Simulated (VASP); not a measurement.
# BiSe3 (Pm-3m) in VASP: further runs, part 2 of 3

VASP 6.6.1.

## 3. Single point, r2SCAN

This run uses another cell than the first one, of 26.67 Å³/atom.

File POSCAR:

```
BiSe3
1.0
    4.7425064307      0.0000000000      0.0000000000
    0.0000000000      4.7425064307      0.0000000000
    0.0000000000      0.0000000000      4.7425064307
Bi Se
1 3
Direct
    0.0000000000      0.0000000000      0.0000000000
    0.0000000000      0.5000000000      0.5000000000
    0.5000000000      0.0000000000      0.5000000000
    0.5000000000      0.5000000000      0.0000000000
```

File INCAR.step1:

```
SYSTEM = BiSe3
PREC = Accurate ; ENCUT = 520
ISMEAR = 0 ; SIGMA = 0.1
LREAL = .False. ; LASPH = .True.
NELM = 100 ; NBANDS = 24
GGA = PE ; ALGO = Normal
EDIFF = 1E-4 ; LWAVE = .True.
LCHARG = .False.
```

File INCAR.step2:

```
SYSTEM = BiSe3
PREC = Accurate ; ENCUT = 520
EDIFF = 1E-6 ; ISMEAR = 0
SIGMA = 0.1 ; LREAL = .False.
LASPH = .True. ; NELM = 100
ALGO = Normal ; ISIF = 2
LWAVE = .False. ; LCHARG = .False.
METAGGA = R2SCAN ; LMIXTAU = .True.
NBANDS = 24 ; ISTART = 1
```

File KPOINTS:

```
regular mesh
0
Gamma
  4 4 4
  0 0 0
```

Potentials or basis: VASP PAW PBE potentials, release 64 (Bi_d, Se).

On the command line:

```
cat potpaw_PBE.64/Bi_d/POTCAR potpaw_PBE.64/Se/POTCAR > POTCAR
cp INCAR.step1 INCAR
mpirun -np 1 vasp_std > vasp.out
cp INCAR.step2 INCAR
mpirun -np 1 vasp_std > vasp.out
```

OUTCAR:

```text
SYSTEM = BiSe3
   PREC = Accurate
   ENCUT = 520
   EDIFF = 1E-6
   ISMEAR = 0
   LREAL = .False.
   LASPH = .True.
   NELM = 100
   ISIF = 2
   METAGGA = R2SCAN
   ISTART = 1

 ion  position               nearest neighbor table
   1  0.000  0.000  0.000-   2 3.35   3 3.35   4 3.35   2 3.35   3 3.35   2 3.35   4 3.35   2 3.35
                             3 3.35   4 3.35   3 3.35   4 3.35
   2  0.000  0.500  0.500-   1 3.35   1 3.35   1 3.35   1 3.35
   3  0.500  0.000  0.500-   1 3.35   1 3.35   1 3.35   1 3.35
   4  0.500  0.500  0.000-   1 3.35   1 3.35   1 3.35   1 3.35

  LATTYP: Found a simple cubic cell.
 ALAT       =     4.7425064307

  Lattice vectors:

 A1 = (   4.7425064307,   0.0000000000,   0.0000000000)
 A2 = (   0.0000000000,   4.7425064307,   0.0000000000)
 A3 = (   0.0000000000,   0.0000000000,   4.7425064307)

Analysis of symmetry for initial positions (statically):
=====================================================================
 Subroutine PRICEL returns:
 Original cell was already a primitive cell.

 Routine SETGRP: Setting up the symmetry group for a
 simple cubic supercell.

 Subroutine GETGRP returns: Found 48 space group operations
 (whereof 48 operations were pure point group operations)
 out of a pool of 48 trial point group operations.

The static configuration has the point symmetry O_h .

Analysis of symmetry for dynamics (positions and initial velocities):
=====================================================================
 Subroutine PRICEL returns:
 Original cell was already a primitive cell.

 Routine SETGRP: Setting up the symmetry group for a
 simple cubic supercell.

 Subroutine GETGRP returns: Found 48 space group operations
 (whereof 48 operations were pure point group operations)
 out of a pool of 48 trial point group operations.

The dynamic configuration has the point symmetry O_h .

 Subroutine INISYM returns: Found 48 space group operations
 (whereof 48 operations are pure point group operations),
 and found     1 'primitive' translations

----------------------------------------------------------------------------------------

                                     Primitive cell

  volume of cell :     106.6655

  direct lattice vectors                    reciprocal lattice vectors
     4.742506431  0.000000000  0.000000000     0.210858966  0.000000000  0.000000000
     0.000000000  4.742506431  0.000000000     0.000000000  0.210858966  0.000000000
     0.000000000  0.000000000  4.742506431     0.000000000  0.000000000  0.210858966

  length of vectors
     4.742506431  4.742506431  4.742506431     0.210858966  0.210858966  0.210858966

  position of ions in fractional coordinates (direct lattice)
     0.000000000  0.000000000  0.000000000
     0.000000000  0.500000000  0.500000000
     0.500000000  0.000000000  0.500000000
     0.500000000  0.500000000  0.000000000

  ion indices of the primitive-cell ions
   primitive index   ion index
                 1           1
[... 20 lines left out ...]
     0.052714741  0.052714741  0.052714741

  Shift w.r.t. Gamma in fractional coordinates (k-lattice)
     0.000000000  0.000000000  0.000000000

 Subroutine IBZKPT returns following result:
 ===========================================

 Found     10 irreducible k-points:

 Following reciprocal coordinates:
            Coordinates               Weight
  0.000000  0.000000  0.000000      1.000000
  0.250000  0.000000  0.000000      6.000000
  0.500000  0.000000  0.000000      3.000000
  0.250000  0.250000  0.000000     12.000000
  0.500000  0.250000  0.000000     12.000000
  0.500000  0.500000  0.000000      3.000000
  0.250000  0.250000  0.250000      8.000000
  0.500000  0.250000  0.250000     12.000000
  0.500000  0.500000  0.250000      6.000000
  0.500000  0.500000  0.500000      1.000000
   k-points           NKPTS =     10   k-points in BZ     NKDIM =     10   number of bands    NBANDS=     24
   number of dos      NEDOS =    301   number of ions     NIONS =      4
   total plane-waves  NPLWV =  46656
   dimension x,y,z NGX =    36 NGY =   36 NGZ =   36
   dimension x,y,z NGXF=    72 NGYF=   72 NGZF=   72
   ions per type =               1   3
   NGX,Y,Z   is equivalent  to a cutoff of  12.62, 12.62, 12.62 a.u.
   NGXF,Y,Z  is equivalent  to a cutoff of  25.24, 25.24, 25.24 a.u.
 SYSTEM =  BiSe3
   PREC   = accura    normal or accurate (medium, high low for compatibility)
   ISTART =      1    job   : 0-new  1-cont  2-samecut
   ICHARG =      0    charge: 1-file 2-atom 10-const
   ISPIN  =      1    spin polarized calculation?
   LNONCOLLINEAR =      F non collinear calculations
   LSORBIT =      F    spin-orbit coupling
   LASPH  =      T    aspherical Exc in radial PAW
   ENCUT  =  520.0 eV  38.22 Ry    6.18 a.u.   8.82  8.82  8.82*2*pi/ulx,y,z
   NELM   =    100;   NELMIN=  2; NELMDL=  0     # of ELM steps
   EDIFF  = 0.1E-05   stopping-criterion for ELM
   LREAL  =      F    real-space projection
   EDIFFG = 0.1E-04   stopping-criterion for IOM
   NSW    =      0    number of steps for IOM
   IBRION =     -1    ionic relax: 0-MD 1-quasi-New 2-CG
   NFREE  =      0    steps in history (QN), initial steepest desc. (CG)
   ISIF   =      2    stress and relaxation
   ISYM   =      2    0-nonsym 1-usesym 2-fastsym
   POTIM  = 0.5000    time-step for ionic-motion
   TEBEG  =    0.0;   TEEND  =   0.0 temperature during run
   PSTRESS=    0.0 pullay stress
   NELECT =      33.0000    total number of electrons
   NUPDOWN=      -1.0000    fix difference up-down
   EMIN   =  10.00;   EMAX   =-10.00  energy-range for DOS
   EFERMI =   0.00;   METHOD = LEGACY
   ISMEAR =     0;   SIGMA  =   0.10  broadening in eV -4-tet -1-fermi 0-gaus
   EFERMI_NEDOS =   21; number of points for ismear=-14 and -15
   IALGO  =     38    algorithm
   IMIX   =      4    mixing-type and parameters
     AMIX     =   0.40;   BMIX     =  1.00
     AMIX_MAG =   1.60;   BMIX_MAG =  1.00
  volume/ion in A,a.u.               =      26.67       179.95
  Fermi-wavevector in a.u.,A,eV,Ry     =   1.107231  2.092363 16.680203  1.225960
  Thomas-Fermi vector in A             =   2.243742
   LORBIT       =      0    0 simple, 1 ext, 2 COOP (PROOUT), +10 PAW based schemes
   METAGGA = R2SCAN    functional components
   LHFCALC =     F    Hartree Fock is set to
   AEXX    =    0.0000 exact exchange contribution
   IVDW    =     0    specifies the selected vdW correction
   LEPSILON=     F    determine dielectric tensor
   LRPA    =     F    only Hartree local field effects (RPA)
 non-spin polarized calculation
 Gauss-broadening in eV      SIGMA  =   0.10
  energy-cutoff  :      520.00
  volume of cell :      106.67
 maximum number of plane-waves:      2897
 NGX is ok and might be reduce to    36
   NGX = 17   NGY = 17   NGZ = 17

 number of electron      32.9999998 magnetization

 Free energy of the ion-electron system (eV)
  ---------------------------------------------------
  ext. energy  EPLUGINS =         0.00000000
  ---------------------------------------------------
  free energy    TOTEN  =       -99.12508156 eV

  energy without entropy =      -99.09426582  energy(sigma->0) =      -99.10967369

 E-fermi :   4.2773     XC(G=0): -10.2746

 val. band max:        4.2614355395   @ k =   0.2500   0.2500   0.2500
 cond. band min:       4.3031189188   @ k =   0.5000   0.2500   0.2500
 fundamental gap:      0.0416833793
 Fermi energy:         4.2773085894

 k-point     1 :       0.0000    0.0000    0.0000
  band No.  band energies     occupation
      1     -19.9345      2.00000
      2     -19.9345      2.00000
      3     -19.9261      2.00000
      4     -19.9261      2.00000
      5     -19.9261      2.00000
      6     -10.4391      2.00000
[... 259 lines left out ...]
     23      12.4810      0.00000
     24      12.4810      0.00000

------------------------ aborting loop because EDIFF is reached ----------------------------------------

  FORCE on cell =-STRESS in cart. coord.  units (eV):
  Direction    XX          YY          ZZ          XY          YZ          ZX
  --------------------------------------------------------------------------------------
  -------------------------------------------------------------------------------------
  Total       -4.2752236     -4.2752236     -4.2752236      0.0000000     -0.0000000      0.0000000
  in kB      -64.2163516    -64.2163516    -64.2163516      0.0000000     -0.0000000      0.0000000
  external PRESSURE =     -64.2163516 kB  Pullay stress =       0.0000000 kB

 VOLUME and BASIS-vectors are now :
 -----------------------------------------------------------------------------
  energy-cutoff  :      520.00
  volume of cell :      106.67
      direct lattice vectors                 reciprocal lattice vectors
     4.742506431  0.000000000  0.000000000     0.210858966  0.000000000  0.000000000
     0.000000000  4.742506431  0.000000000     0.000000000  0.210858966  0.000000000
     0.000000000  0.000000000  4.742506431     0.000000000  0.000000000  0.210858966

 POSITION                                       TOTAL-FORCE (eV/Angst)
 -----------------------------------------------------------------------------------
      0.00000      0.00000      0.00000         0.000000      0.000000      0.000000
      0.00000      2.37125      2.37125         0.000000      0.000000      0.000000
      2.37125      0.00000      2.37125         0.000000      0.000000      0.000000
      2.37125      2.37125      0.00000         0.000000      0.000000      0.000000
 -----------------------------------------------------------------------------------
    total drift:                                0.000000      0.000000      0.000000

  FREE ENERGIE OF THE ION-ELECTRON SYSTEM (eV)
  ---------------------------------------------------
  free  energy   TOTEN  =       -99.1250815623 eV

  energy  without entropy=      -99.0942658205  energy(sigma->0) =      -99.10967369
```

It took 2.5 min on 1 thread of Intel Xeon Platinum 8259CL at 2.50GHz (Skylake/Cascade Lake), shared host; peak memory 0.22 GiB.

What came out:

- Free energy: -99.1251 eV
- Pressure: -6.4 GPa
- Band gap on the k mesh: zero (an odd number of electrons rules out a gap without spin polarisation)

Levels at points of the mesh, in eV from the Fermi level:
| k point | band 15 | band 16 | band 17 | band 18 | band 19 | band 20 |
| --- | --- | --- | --- | --- | --- | --- |
| (0.00, 0.00, 0.00) | -0.99 | 0.04 | 0.04 | 0.04 | 3.53 | 3.53 |
| (0.50, 0.00, 0.00) | -1.50 | -1.20 | -0.08 | 0.30 | 0.30 | 1.97 |
| (0.50, 0.50, 0.00) | -1.91 | -1.72 | -0.27 | 0.82 | 0.97 | 2.82 |
| (0.50, 0.50, 0.50) | 0.84 | 0.84 | 1.05 | 1.05 | 3.64 | 3.64 |

Caveat: the cell stands under tension; the PAW data sets were made with another functional, which shifts forces and pressure a little; spin-orbit coupling is left out, which moves the levels of the heavy elements.

(Continued in part 3 of 3.)

The gap in the log of VASP goes by the Fermi energy; the results here count the filled bands.